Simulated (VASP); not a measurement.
A run of VASP 6.6.1 is set up as follows.

File INCAR:

```
SYSTEM = Ti3N3Cl
  PREC = Accurate
  ENCUT = 520
  EDIFF = 1E-6
  ISMEAR = 0
  SIGMA = 0.1
  LREAL = .False.
  LASPH = .True.
  NELM = 80
  ALGO = Normal
  ISIF = 2
  LWAVE = .False.
  LCHARG = .False.
  LDIPOL = .True.
  IDIPOL = 3
  DIPOL = 0.5 0.5 0.362
  GGA = PE
  NBANDS = 38
```

KPOINTS

```
Automatic mesh
0
Gamma
  9 9 1
  0 0 0
```

The input POSCAR:

```
Ti3N3Cl
1.0
    3.0028555067      0.0000000000      0.0000000000
   -1.5014277534      2.6005491527      0.0000000000
    0.0000000000      0.0000000000     21.5541471985
N Ti Cl
3 3 1
Direct
    0.3333333333      0.6666666667      0.1855791353
    0.0000000000      0.0000000000      0.2993308524
    0.6666666667      0.3333333333      0.4147299355
    0.6666666667      0.3333333333      0.2424549939
    0.3333333333      0.6666666667      0.3575097829
    0.0000000000      0.0000000000      0.4664599859
    0.0000000000      0.1666666667      0.5657703237
```

Potentials or basis: VASP PAW PBE potentials, release 64 (N, Ti_sv, Cl).

Run with:

```bash
$ cat potpaw_PBE.64/N/POTCAR potpaw_PBE.64/Ti_sv/POTCAR potpaw_PBE.64/Cl/POTCAR > POTCAR
$ mpirun -np 1 vasp_std > vasp.out
```

(1) What does it give for the band gap on the k mesh?

(2) What does it give for the largest force?

Answers

(1) zero (band 29 reaches 0.56 eV, above the bottom of band 30 at 0.35 eV).

(2) 5.478 eV/Å.
